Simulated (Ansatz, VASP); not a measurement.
# BN in VASP and in Ansatz

```xyz
2
Lattice="2.5450 0.0000 0.0000 -1.2725 2.2040 0.0000 0.0000 0.0000 26.0000" Properties=species:S:1:pos:R:3 pbc="T T T"
B     0.0000    0.0000   13.0000
N     1.2725    0.7347   13.0000
```

Alike in both runs: task single point; functional PBE; dispersion D3(BJ); k mesh 12 × 12 × 1; occupations gaussian, width 0.02 eV; no spin polarisation.

```csv
,VASP,Ansatz
version,VASP 6.6.1,Ansatz 0.2.0
potentials or method,"VASP PAW PBE potentials, release 64 (B, N), cutoff 520 eV","scalar-relativistic, plane waves, PAW"
valence electrons in the cell,8,8
```

```tsv
	VASP	Ansatz	Ansatz less VASP
gap on the k mesh at the Fermi level (eV)	4.56	4.56	+0.002
least direct gap on the mesh (eV)	4.56	4.56	+0.002
```

Ansatz's warnings: xc potential rough in thin density.
